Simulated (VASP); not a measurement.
# Cu2O: single point with PBEsol

Cu2O:

```
Cu O
1.0
     3.91792    0.00000    0.00000
     0.00000    3.91792    0.00000
     0.00000    0.00000    3.91792
Cu O
4 2
Direct
  0.25000 0.25000 0.25000
  0.25000 0.75000 0.75000
  0.75000 0.75000 0.25000
  0.75000 0.25000 0.75000
  0.00000 0.00000 0.00000
  0.50000 0.50000 0.50000
```

- Program: VASP 6.6.1
- Task: single point
- Functional: PBEsol
- Potentials or basis: VASP PAW PBE potentials, release 64 (Cu, O)
- Cutoff: 600 eV
- k mesh: 10 × 10 × 10
- Occupations: gaussian, width 0.02 eV
- Spin: no spin polarisation
- Dipole correction: no
- Further INCAR settings: ALGO = Normal; EDIFF = 1e-06; NBANDS = 37

```yaml
Pressure: 51.7 GPa
Band_gap_on_the_k_mesh: 0.18 eV
```

Levels at points of the mesh, in eV from the valence-band top:
```csv
k point,band 26,band 27,band 28,band 29,band 30,band 31
"(0.00, 0.00, 0.00)",0.00,0.00,0.00,0.18,0.18,1.25
"(0.50, 0.00, 0.00)",-1.71,-0.60,-0.60,2.94,2.94,4.06
"(0.50, 0.50, 0.00)",-1.73,-0.96,-0.96,2.00,2.00,4.35
"(0.50, 0.50, 0.50)",-0.82,-0.82,-0.82,1.95,1.95,1.95
```

Wall time 2.9 min on 1 thread of Intel Xeon 8259CL, on a shared host, peak memory 0.25 GiB.

Caveat: the cell stands under pressure; the PAW data sets were made with another functional, which shifts forces and pressure a little. A k mesh can miss the band edges.
